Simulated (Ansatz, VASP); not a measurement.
# One calculation of Nb4Al2F, two programs

The input INCAR:

```
SYSTEM = Nb4Al2F
ALGO = Normal
EDIFF = 1E-7
EDIFFG = -0.01
ENCUT = 600
GGA = PE
GGA_COMPAT = .FALSE.
IBRION = 2
ISIF = 3
ISMEAR = 0
LASPH = .TRUE.
LCHARG = .FALSE.
LREAL = .FALSE.
LWAVE = .FALSE.
NELM = 120
NELMIN = 4
NSW = 100
PREC = Accurate
SIGMA = 0.1
```

File KPOINTS:

```
k-points
0
G
  12 12 2
  0 0 0
```

Contents of POSCAR:

```
Nb4Al2F
1.0
    2.8621824347      0.0000000000      0.0000000000
   -1.4310912173      2.4787226987      0.0000000000
    0.0000000000      0.0000000000     16.0250699010
Al Nb F
2 4 1
Direct
    0.0000000000      0.0000000000      0.2668491852
    0.0000000000      0.0000000000      0.7331508148
    0.3333333333      0.6666666667      0.1212524771
    0.6666666667      0.3333333333      0.8787475229
    0.3333333333      0.6666666667      0.5823454293
    0.6666666667      0.3333333333      0.4176545707
    0.0000000000      0.0000000000      0.0000000000
```

Input for Ansatz:

```yaml
crystal:
  lattice:
    - [2.8621824347, 0.0, 0.0]
    - [-1.4310912173, 2.4787226987, 0.0]
    - [0.0, 0.0, 16.025069901]
  atoms:
    - { symbol: Al, position: [0.0, 0.0, 0.2668491852] }
    - { symbol: Al, position: [0.0, 0.0, 0.7331508148] }
    - { symbol: Nb, position: [0.3333333333, 0.6666666667, 0.1212524771] }
    - { symbol: Nb, position: [0.6666666667, 0.3333333333, 0.8787475229] }
    - { symbol: Nb, position: [0.3333333333, 0.6666666667, 0.5823454293] }
    - { symbol: Nb, position: [0.6666666667, 0.3333333333, 0.4176545707] }
    - { symbol: F, position: [0.0, 0.0, 0.0] }
basis:
  ecutwfc: 420
kpoints:
  mp_grid: { grid: [12, 12, 2] }
hamiltonian:
  xc: pbe
scf:
  occupations: { method: gaussian, width: 0.1 }
output:
  forces: true
  stress: true
  eigenvalues: true
relax:
  adjacent_minimum: "off"
  f_tol: 0.01
  max_steps: 80
  cell: { stress_tol: 0.05 }
```

Alike in both runs: task relaxation of cell and atoms; functional PBE; k mesh 12 × 12 × 2; occupations gaussian, width 0.1 eV; no spin polarisation.

|  | VASP | Ansatz |
| --- | --- | --- |
| version | VASP 6.6.1 | Ansatz 0.2.0 |
| potentials or method | VASP PAW PBE potentials, release 64 (Al, Nb_sv, F), cutoff 600 eV | scalar-relativistic, plane waves, PAW |
| valence electrons in the cell | 65 | 65 |

VASP gave:

| Item | Value |
| --- | --- |
| gap on the k mesh at the Fermi level, each at its own relaxed structure (eV) | none |
| relaxed volume (Å³/atom) | 16.32 |
| relaxed cell length with the largest relative difference (Å) | 15.892 |

Q: What did Ansatz give for the same quantities?

A: gap on the k mesh at the Fermi level, each at its own relaxed structure (eV): none; relaxed volume (Å³/atom): 16.34; relaxed cell length with the largest relative difference (Å): 15.903.

A gap of «none» marks a metal or a gap that the smearing closes.
